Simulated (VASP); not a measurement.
Runs of VASP 6.6.1 on AlN. The structure is that of space group F-43m (No. 216), or close to it. The cells are those of the table. 

```csv
level,cell,k mesh,gap on the mesh (eV),pressure (GPa)
PBE,"a = 3.090 Å, angles 60.0°, 2 atoms",10 × 10 × 10,3.32,4.3
r2SCAN,"a = 3.120 Å, angles 60.0°, 2 atoms",8 × 8 × 8,3.91,-6.3
r2SCAN,"a = 3.090 Å, angles 60.0°, 2 atoms",8 × 8 × 8,3.93,-0.4
r2SCAN,"a = 3.150 Å, angles 60.0°, 2 atoms",8 × 8 × 8,(b),(a)
PBE,"a = 3.144 Å, angles 60.0°, 2 atoms",8 × 8 × 8,3.29,(c)
```

Alike in all rows: task single point; potentials or basis VASP PAW PBE potentials, release 64 (Al, N); no spin polarisation; cutoff (eV) 520; smearing gaussian 0.01 eV.

Task: Fill in the values left out.

Result: (a) -11.3; (b) 3.89; (c) -5.7.

Caveats: the PAW data sets were made with another functional, which shifts forces and pressure a little (some runs).

A k mesh can miss the band edges.
